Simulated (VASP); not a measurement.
Wanted: the native input for a VASP 6.6.1 run.

```
Task                   : single point
Functional             : PBEsol
Potentials or basis    : VASP PAW PBE potentials, release 64 (Ca_sv)
Cutoff                 : 520 eV
k mesh                 : 16 × 16 × 16
Occupations            : fermi-dirac, width 0.1 eV
Spin                   : no spin polarisation
Dipole correction      : no
Further INCAR settings : ALGO = Normal; EDIFF = 1e-06; NBANDS = 11
```

The structure of Ca lies in POSCAR:

```
Ca
1.0
    0.0000000000      2.6532105395      2.6532105395
    2.6532105395      0.0000000000      2.6532105395
    2.6532105395      2.6532105395      0.0000000000
Ca
1
Direct
    0.0000000000      0.0000000000      0.0000000000
```

This cell differs from its parent crystal: volume scaled by 0.92.

One way to write it, as run:

INCAR

```
SYSTEM = Ca
PREC     = Accurate       ! precision mode
ENCUT    = 520            ! plane-wave cutoff, eV
EDIFF    = 1E-6           ! SCF threshold, eV
ISMEAR   = -1             ! smearing method
SIGMA    = 0.1            ! smearing width, eV
LREAL    = .False.        ! projectors in reciprocal space
LASPH    = .True.         ! aspherical terms in the spheres
NELM     = 60             ! most SCF steps
ALGO     = Normal         ! electronic algorithm
ISIF     = 2              ! what is computed and relaxed
LWAVE    = .False.        ! write WAVECAR
LCHARG   = .True.         ! write CHGCAR
GGA      = PS             ! functional
LELF     = .True.         ! ELF
LVHAR    = .True.       
NBANDS   = 11             ! bands
```

KPOINTS

```
Automatic mesh
0
Gamma
  16 16 16
  0 0 0
```

Potentials or basis: VASP PAW PBE potentials, release 64 (Ca_sv).

Run with:

```bash
$ cat potpaw_PBE.64/Ca_sv/POTCAR > POTCAR
$ mpirun -np 1 vasp_std > vasp.out
```

Results of the run:

```yaml
Pressure: 1.7 GPa
Band_gap_on_the_k_mesh: zero (band 5 reaches 2.51 eV, above the bottom of band 6 at 2.35 eV)
```

Caveat: the PAW data sets were made with another functional, which shifts forces and pressure a little.

Run time: 38 s on 1 thread of Intel(R) Xeon(R) Platinum 8259CL CPU @ 2.50GHz (Skylake/Cascade Lake), with other jobs on the host, peak memory 0.2 GiB.
